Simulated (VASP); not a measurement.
The system is I.

```xyz
1
Lattice="0.0000 2.3656 3.9098 2.1922 0.0000 3.9098 2.1922 2.3656 0.0000" Properties=species:S:1:pos:R:3 pbc="T T T"
I     0.0000    0.0000    0.0000
```

| Quantity | Value |
| --- | --- |
| Program | VASP 6.6.1 |
| Task | relaxation of cell and atoms |
| Functional | LDA |
| Potentials or basis | VASP PAW LDA potentials, release 64 (I) |
| Cutoff | 600 eV |
| k mesh | 9 × 9 × 9 |
| Occupations | fermi-dirac, width 0.05 eV |
| Spin | no spin polarisation |

At the start: pressure -2.3 GPa; volume 40.55 Å³/atom.

Where does the relaxation end?

Over 20 steps the energy falls by 35.2 meV/atom and the volume is 35.13 Å³/atom (-13.4 %); space group Fmmm (No. 69, to 0.1 Å) before and after.

The path:
```tsv
step	energy change (eV)	largest force (eV/Å)	pressure (GPa)	volume (Å³)
1	0.0000	0.0000	-2.31	40.55
2	-0.0173	0.0000	0.86	37.21
3	-0.0213	0.0000	-0.24	38.15
4	-0.0248	0.0000	-0.22	37.64
5	-0.0325	0.0000	-0.05	36.13
6	-0.0237	0.0000	0.82	33.10
7	-0.0341	0.0000	0.04	35.41
8	-0.0342	0.0000	0.10	35.12
9	-0.0342	0.0000	0.09	35.18
10	-0.0344	0.0000	-0.15	35.35
11	-0.0344	0.0000	-0.14	35.34
12	-0.0346	0.0000	-0.12	35.33
13	-0.0349	0.0000	-0.09	35.28
14	-0.0352	0.0000	-0.03	35.19
15	-0.0352	0.0000	-0.02	35.18
16	-0.0352	0.0000	-0.02	35.17
17	-0.0352	0.0000	-0.01	35.15
18	-0.0352	0.0000	-0.01	35.16
19	-0.0352	0.0000	-0.01	35.15
20	-0.0352	0.0000	-0.02	35.13
```

Final structure:
```cif
data_structure
_symmetry_space_group_name_H-M 'P 1'
_symmetry_Int_Tables_number 1
_cell_length_a 4.1968
_cell_length_b 4.1705
_cell_length_c 3.1499
_cell_angle_alpha 68.331
_cell_angle_beta 67.443
_cell_angle_gamma 44.226
_cell_volume 35.13
loop_
_atom_site_label
_atom_site_type_symbol
_atom_site_fract_x
_atom_site_fract_y
_atom_site_fract_z
_atom_site_occupancy
I1 I 0.00000 0.00000 0.00000 1
```

Caveat: an odd number of electrons without spin polarisation forces a metal; a magnetic or distorted state may lie lower.
